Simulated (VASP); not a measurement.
# CaGa2Si2O6 in VASP: a series of runs

The runs below take CaGa2Si2O6 through single point, with PBE.

All numbers are computed with VASP 6.6.1; they aren't measurements. Logs are shortened: lines on timing, memory, paths and dates and some standing lists are left out, and cuts for length are marked.

## (1) The cell of the first run

The cell holds a disordered packing, 11 atoms: a = 5.989 Å, b = 5.254 Å, c = 4.339 Å, α = 96.20°, β = 93.96°, γ = 96.65°.

## (2) Single point, PBE

The input, INCAR:

```
SYSTEM = CaGa2Si2O6
PREC = Accurate
ENCUT = 520
EDIFF = 1E-6
ISMEAR = 1
SIGMA = 0.0307
LREAL = .False.
LASPH = .True.
NELM = 100
ALGO = Normal
ISIF = 2
LWAVE = .False.
LCHARG = .False.
GGA = PE
NBANDS = 51
```

The input, KPOINTS:

```
Automatic mesh
0
Gamma
  3 3 4
  0 0 0
```

The input, POSCAR:

```
CaGa2Si2O6
1.0
    5.8974640000     -0.8615960000     -0.5920140000
    0.0680250000      5.2012020000     -0.7389740000
    0.1514580000      0.1401890000      4.3343660000
O Ga Si Ca
6 2 2 1
Direct
    0.1058033889      0.2444410350      0.1944844199
    0.3651919628      0.5808073762      0.2361058814
    0.2354444563      0.8815137931      0.5416737276
    0.0285521568      0.4684857767      0.8101581834
    0.0014589570      0.6707621189      0.3994589956
    0.4713477398      0.2057066790      0.6828591190
    0.6749534308      0.4099543826      0.3575003842
    0.3466892775      0.9924834100      0.0785682015
    1.0019322479      0.1503448688      0.5527237125
    0.3472826955      0.5685567334      0.7018165658
    0.8022571275      0.8235203500      0.9679350055
```

Potentials or basis: VASP PAW PBE potentials, release 64 (O, Ga_d, Si, Ca_sv).

Run with:

```bash
$ cat potpaw_PBE.64/O/POTCAR potpaw_PBE.64/Ga_d/POTCAR potpaw_PBE.64/Si/POTCAR potpaw_PBE.64/Ca_sv/POTCAR > POTCAR
$ mpirun -np 1 vasp_std > vasp.out
```

OUTCAR:

```text
SYSTEM = CaGa2Si2O6
   PREC = Accurate
   ENCUT = 520
   EDIFF = 1E-6
   ISMEAR = 1
   LREAL = .False.
   LASPH = .True.
   NELM = 100
   ISIF = 2
   GGA = PE

 ion  position               nearest neighbor table
   1  0.106  0.244  0.194-   9 1.81   8 2.12
   2  0.365  0.581  0.236-  10 2.04   7 2.21  10 2.31   8 2.35
   3  0.235  0.882  0.542-   5 1.72  10 2.02   9 2.10   8 2.27   8 2.37
   4  0.029  0.468  0.810-   9 1.89  10 2.02  11 2.49
   5  0.001  0.671  0.399-   3 1.72   7 2.24  11 2.41  10 2.52   9 2.54
   6  0.471  0.206  0.683-  10 2.12   7 2.21   8 2.27
   7  0.675  0.410  0.358-   2 2.21   6 2.21   5 2.24   9 2.66  10 2.70   8 2.87  11 2.96
   8  0.347  0.992  0.079-   1 2.12   6 2.27   3 2.27   2 2.35   3 2.37  10 2.62   7 2.87  11 3.02

   9  0.002  0.150  0.553-   1 1.81   4 1.89   3 2.10   5 2.54   7 2.66  10 2.83  11 2.85  11 3.00

  10  0.347  0.569  0.702-   3 2.02   4 2.02   2 2.04   6 2.12   2 2.31   5 2.52   8 2.62   7 2.70
                             9 2.83  11 2.99
  11  0.802  0.824  0.968-   5 2.41   4 2.49   9 2.85   7 2.96  10 2.99   9 3.00   8 3.02

  LATTYP: Found a triclinic cell.
 ALAT       =     5.2538759234
 B/A-ratio  =     1.6011006324
 C/A-ratio  =     0.8259191172
 COS(alpha) =     0.0183539911
 COS(beta)  =     0.1080589223
 COS(gamma) =     0.7069922185

  Lattice vectors:

 A1 = (  -0.0680250000,  -5.2012020000,   0.7389740000)
 A2 = (   5.8294390000,  -6.0627980000,   0.1469600000)
 A3 = (   0.1514580000,   0.1401890000,   4.3343660000)

Analysis of symmetry for initial positions (statically):
=====================================================================
 Subroutine PRICEL returns:
 Original cell was already a primitive cell.

 Routine SETGRP: Setting up the symmetry group for a
 triclinic supercell.

 Subroutine GETGRP returns: Found  1 space group operations
 (whereof  1 operations were pure point group operations)
 out of a pool of  2 trial point group operations.

The static configuration has the point symmetry C_1 .

Analysis of symmetry for dynamics (positions and initial velocities):
=====================================================================
 Subroutine PRICEL returns:
 Original cell was already a primitive cell.

 Routine SETGRP: Setting up the symmetry group for a
 triclinic supercell.

 Subroutine GETGRP returns: Found  1 space group operations
 (whereof  1 operations were pure point group operations)
 out of a pool of  2 trial point group operations.

The dynamic configuration has the point symmetry C_1 .

 Subroutine INISYM returns: Found  1 space group operations
 (whereof  1 operations are pure point group operations),
 and found     1 'primitive' translations

----------------------------------------------------------------------------------------

                                     Primitive cell

  volume of cell :     134.3741

  direct lattice vectors                    reciprocal lattice vectors
     5.897464000 -0.861596000 -0.592014000     0.168540780 -0.003027138 -0.005791499
     0.068025000  5.201202000 -0.738974000     0.027173984  0.190895716 -0.007123809
     0.151458000  0.140189000  4.334366000     0.027653264  0.032132696  0.228708660

  length of vectors
     5.989399793  5.253875923  4.339276565     0.168667423  0.192951674  0.232604524

  position of ions in fractional coordinates (direct lattice)
     0.105803389  0.244441035  0.194484420
     0.365191963  0.580807376  0.236105881
     0.235444456  0.881513793  0.541673728
     0.028552157  0.468485777  0.810158183
     0.001458957  0.670762119  0.399458996
     0.471347740  0.205706679  0.682859119
     0.674953431  0.409954383  0.357500384
     0.346689277  0.992483410  0.078568201
     0.001932248  0.150344869  0.552723712
     0.347282695  0.568556733  0.701816566
     0.802257127  0.823520350  0.967935006

  ion indices of the primitive-cell ions
   primitive index   ion index
                 1           1
                 2           2
                 3           3
                 4           4
                 5           5
                 6           6
                 7           7
                 8           8
                 9           9
                10          10
                11          11

----------------------------------------------------------------------------------------

 KPOINTS: Automatic mesh

Automatic generation of k-mesh.
 Grid dimensions read from file:
 generate k-points for:    3    3    4

 Generating k-lattice:

  Cartesian coordinates                     Fractional coordinates (reciprocal lattice)
     0.056180260 -0.001009046 -0.001930500     0.333333333  0.000000000 -0.000000000
     0.009057995  0.063631905 -0.002374603     0.000000000  0.333333333  0.000000000
     0.006913316  0.008033174  0.057177165    -0.000000000 -0.000000000  0.250000000

  Length of vectors
     0.056222474  0.064317225  0.058151131

  Shift w.r.t. Gamma in fractional coordinates (k-lattice)
     0.000000000  0.000000000  0.000000000

 Subroutine IBZKPT returns following result:
 ===========================================

 Found     19 irreducible k-points:

 Following reciprocal coordinates:
            Coordinates               Weight
  0.000000  0.000000  0.000000      1.000000
  0.333333  0.000000 -0.000000      2.000000
  0.000000  0.333333  0.000000      2.000000
  0.333333  0.333333  0.000000      2.000000
 -0.333333  0.333333 -0.000000      2.000000
  0.000000  0.000000  0.250000      2.000000
[... 11 lines left out ...]
  0.333333  0.333333  0.500000      2.000000
 -0.333333  0.333333  0.500000      2.000000
   k-points           NKPTS =     19   k-points in BZ     NKDIM =     19   number of bands    NBANDS=     51
   number of dos      NEDOS =    301   number of ions     NIONS =     11
   total plane-waves  NPLWV =  61440
   dimension x,y,z NGX =    48 NGY =   40 NGZ =   32
   dimension x,y,z NGXF=    96 NGYF=   80 NGZF=   64
   ions per type =               6   2   2   1
   NGX,Y,Z   is equivalent  to a cutoff of  13.32, 12.66, 12.26 a.u.
   NGXF,Y,Z  is equivalent  to a cutoff of  26.65, 25.31, 24.52 a.u.
 SYSTEM =  CaGa2Si2O6
   PREC   = accura    normal or accurate (medium, high low for compatibility)
   ISTART =      0    job   : 0-new  1-cont  2-samecut
   ICHARG =      2    charge: 1-file 2-atom 10-const
   ISPIN  =      1    spin polarized calculation?
   LNONCOLLINEAR =      F non collinear calculations
   LSORBIT =      F    spin-orbit coupling
   LASPH  =      T    aspherical Exc in radial PAW
   ENCUT  =  520.0 eV  38.22 Ry    6.18 a.u.  11.14  9.77  8.07*2*pi/ulx,y,z
   NELM   =    100;   NELMIN=  2; NELMDL= -5     # of ELM steps
   EDIFF  = 0.1E-05   stopping-criterion for ELM
   LREAL  =      F    real-space projection
   EDIFFG = 0.1E-04   stopping-criterion for IOM
   NSW    =      0    number of steps for IOM
   IBRION =     -1    ionic relax: 0-MD 1-quasi-New 2-CG
   NFREE  =      0    steps in history (QN), initial steepest desc. (CG)
   ISIF   =      2    stress and relaxation
   ISYM   =      2    0-nonsym 1-usesym 2-fastsym
   POTIM  = 0.5000    time-step for ionic-motion
   TEBEG  =    0.0;   TEEND  =   0.0 temperature during run
   PSTRESS=    0.0 pullay stress
   NELECT =      80.0000    total number of electrons
   NUPDOWN=      -1.0000    fix difference up-down
   EMIN   =  10.00;   EMAX   =-10.00  energy-range for DOS
   EFERMI =   0.00;   METHOD = LEGACY
   ISMEAR =     1;   SIGMA  =   0.03  broadening in eV -4-tet -1-fermi 0-gaus
   EFERMI_NEDOS =   21; number of points for ismear=-14 and -15
   IALGO  =     38    algorithm
   IMIX   =      4    mixing-type and parameters
     AMIX     =   0.40;   BMIX     =  1.00
     AMIX_MAG =   1.60;   BMIX_MAG =  1.00
  volume/ion in A,a.u.               =      12.22        82.44
  Fermi-wavevector in a.u.,A,eV,Ry     =   1.377208  2.602547 25.806213  1.896703
  Thomas-Fermi vector in A             =   2.502383
   LORBIT       =      0    0 simple, 1 ext, 2 COOP (PROOUT), +10 PAW based schemes
   GGA     = PE    functional components
   LHFCALC =     F    Hartree Fock is set to
   AEXX    =    0.0000 exact exchange contribution
   IVDW    =     0    specifies the selected vdW correction
   LEPSILON=     F    determine dielectric tensor
   LRPA    =     F    only Hartree local field effects (RPA)
 non-spin polarized calculation
 Methfessel and Paxton  Order N= 1 SIGMA  =   0.03
  energy-cutoff  :      520.00
  volume of cell :      134.37
 maximum number of plane-waves:      3635
 NGX is ok and might be reduce to    48
   NGX = 23   NGY = 19   NGZ = 17

 number of electron      80.0000002 magnetization

 Free energy of the ion-electron system (eV)
  ---------------------------------------------------
  ext. energy  EPLUGINS =         0.00000000
  ---------------------------------------------------
  free energy    TOTEN  =       -53.95347053 eV

  energy without entropy =      -53.95340821  energy(sigma->0) =      -53.95344975

 E-fermi :   5.4198     XC(G=0): -10.9760

 val. band max:        5.4124061873   @ k =   0.0000   0.0000   0.2500
 cond. band min:       5.4270815819   @ k =  -0.3333  -0.3333   0.2500
 fundamental gap:      0.0146753946
 Fermi energy:         5.4197510776

 k-point     1 :       0.0000    0.0000    0.0000
  band No.  band energies     occupation
      1     -34.8817      2.00000
      2     -16.0806      2.00000
      3     -16.0094      2.00000
      4     -15.9484      2.00000
      5     -15.4821      2.00000
      6     -13.5296      2.00000
[... 43 lines left out ...]
     50      10.7078      0.00000
     51      10.8828      0.00000
[... 970 lines left out ...]
     50      10.3773      0.00000
     51      10.9668      0.00000

------------------------ aborting loop because EDIFF is reached ----------------------------------------

  FORCE on cell =-STRESS in cart. coord.  units (eV):
  Direction    XX          YY          ZZ          XY          YZ          ZX
  --------------------------------------------------------------------------------------
  -------------------------------------------------------------------------------------
  Total        2.1118128      1.8162143      0.7867440      5.0867518     -1.0277000      4.6165011
  in kB       25.1796997     21.6552020      9.3805563     60.6506815    -12.2535379     55.0437588
  external PRESSURE =      18.7384860 kB  Pullay stress =       0.0000000 kB

 VOLUME and BASIS-vectors are now :
 -----------------------------------------------------------------------------
  energy-cutoff  :      520.00
  volume of cell :      134.37
      direct lattice vectors                 reciprocal lattice vectors
     5.897464000 -0.861596000 -0.592014000     0.168540780 -0.003027138 -0.005791499
     0.068025000  5.201202000 -0.738974000     0.027173984  0.190895716 -0.007123809
     0.151458000  0.140189000  4.334366000     0.027653264  0.032132696  0.228708660

 POSITION                                       TOTAL-FORCE (eV/Angst)
 -----------------------------------------------------------------------------------
      0.67006      1.20749      0.59969        -0.700497     -4.616532      2.692150
      2.22898      2.73935      0.37797         3.577708     -0.529409      0.513204
      1.53053      4.45801      1.55701        -2.019783      1.509062      1.623548
      0.32296      2.52566      3.14842         2.151705     -2.131020     -2.180288
      0.11473      3.54351      1.23486        -2.664661      1.835979     -1.768830
      2.89717      0.75954      2.52870         0.204894      2.979515      0.166547
      4.06255      1.60084      0.84701        -0.594196     -0.554671      0.249260
      2.12400      4.87441     -0.59812         0.103587      1.067100      0.674302
      0.10534      0.85779      2.28346         1.050963      1.767112     -1.200401
      2.19306      2.75635      2.41618        -1.985534     -0.838749     -0.689278
      4.93390      3.72777      3.11188         0.875813     -0.488388     -0.080215
 -----------------------------------------------------------------------------------
    total drift:                                0.000493     -0.000878      0.000291

  FREE ENERGIE OF THE ION-ELECTRON SYSTEM (eV)
  ---------------------------------------------------
  free  energy   TOTEN  =       -53.9534705283 eV

  energy  without entropy=      -53.9534082065  energy(sigma->0) =      -53.95344975
```

Wall time 1.9 min (1 thread of AMD EPYC 7R13 (Zen 3), shared host); peak memory 0.27 GiB.

Results:

- Free energy: -53.9535 eV
- Pressure: 1.9 GPa
- Largest force: 5.390 eV/Å
- Band gap on the k mesh: zero (bands 40 and 41 overlap by 0.04 eV)

Forces on the atoms (eV/Å):
```
O   -0.700 -4.617  2.692
O    3.578 -0.529  0.513
O   -2.020  1.509  1.624
O    2.152 -2.131 -2.180
O   -2.665  1.836 -1.769
O    0.205  2.980  0.167
Ga  -0.594 -0.555  0.249
Ga   0.104  1.067  0.674
Si   1.051  1.767 -1.200
Si  -1.986 -0.839 -0.689
Ca   0.876 -0.488 -0.080
```

Stress tensor (GPa, compression positive):
```
 2.52  6.07  5.50
 6.07  2.17 -1.23
 5.50 -1.23  0.94
```

Levels at points of the mesh, in eV from the Fermi level:
```tsv
k point	band 36	band 37	band 38	band 39	band 40	band 41	band 42	band 43	band 44	band 45
(0.00, 0.00, 0.00)	-1.95	-1.72	-1.01	-0.15	-0.03	0.34	1.32	2.35	2.37	3.02
(0.00, 0.00, 0.50)	-1.52	-1.03	-0.79	-0.46	-0.23	0.68	1.64	1.92	2.68	3.14
```

Caveat: the k points lie up to 0.40 Å⁻¹ apart.

[end of part 1 of 2]

The gap in the log of VASP goes by the Fermi energy; the results here count the filled bands.